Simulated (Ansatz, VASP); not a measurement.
## Two plane-wave programs on AlN

File POSCAR:

```
AlN
1.0
    3.1107606290      0.0000000000      0.0000000000
   -1.5553803145      2.6939977298      0.0000000000
    0.0000000000      0.0000000000      4.9787706144
Al N
2 2
Direct
    0.3333333333      0.6666666667      0.0015708995
    0.6666666667      0.3333333333      0.5015708995
    0.3333333333      0.6666666667      0.3834291005
    0.6666666667      0.3333333333      0.8834291005
```

File INCAR.step1:

```
PREC = Accurate
ENCUT = 520
EDIFF = 1E-5
ISMEAR = 0
SIGMA = 0.05
LREAL = F
LASPH = T
NELM = 60
ALGO = Normal
ISIF = 2
LWAVE = T
LCHARG = F
NBANDS = 16
GGA = PE
```

INCAR.step2

```
PREC = Accurate
ENCUT = 520
EDIFF = 1E-7
ISMEAR = 0
SIGMA = 0.05
LREAL = F
LASPH = T
NELM = 60
ALGO = Normal
ISIF = 2
LWAVE = F
LCHARG = F
METAGGA = R2SCAN
LHFCALC = T
AEXX = 0.1
LMIXTAU = T
PRECFOCK = Normal
NBANDS = 16
ISTART = 1
```

The input KPOINTS:

```
Automatic mesh
0
Gamma
  6 6 4
```

Input for Ansatz:

```yaml
crystal:
  lattice:
    - [3.110760629, 0.0, 0.0]
    - [-1.5553803145, 2.6939977298, 0.0]
    - [0.0, 0.0, 4.9787706144]
  atoms:
    - { symbol: Al, position: [0.3333333333, 0.6666666667, 0.0015708995] }
    - { symbol: Al, position: [0.6666666667, 0.3333333333, 0.5015708995] }
    - { symbol: "N", position: [0.3333333333, 0.6666666667, 0.3834291005] }
    - { symbol: "N", position: [0.6666666667, 0.3333333333, 0.8834291005] }
basis:
  ecutwfc: 500
  ecutrho_ratio: 4
kpoints:
  mp_grid: { grid: [6, 6, 4] }
hamiltonian:
  xc: r2scanh
scf:
  occupations: { method: gaussian, width: 0.05 }
  n_extra_bands: 11
output:
  forces: true
  stress: true
  eigenvalues: true
  populations: true
  dos: { projected: true, de: 0.02 }
```

Alike in both runs: task single point; functional r2SCANh; k mesh 6 × 6 × 4; occupations gaussian, width 0.05 eV; no spin polarisation.

|  | VASP | Ansatz |
| --- | --- | --- |
| version | VASP 6.6.1 | Ansatz 0.2.0 |
| potentials or method | VASP PAW PBE potentials, release 64 (Al, N), cutoff 520 eV | scalar-relativistic, plane waves, PAW |
| valence electrons in the cell | 16 | 16 |

```tsv
	VASP	Ansatz	Ansatz less VASP
gap on the k mesh at the Fermi level (eV)	5.62	5.58	-0.035
least direct gap on the mesh (eV)	5.62	5.58	-0.035
pressure (GPa)	-2.2	-1.9	+0.30
traceless stress, the component that is largest in VASP (GPa)	0.25	0.22	-0.034
```

VASP's potentials were made for PBE, not for r2SCANh. Ansatz's warnings: stress exchange threshold loose, stress scf threshold loose.
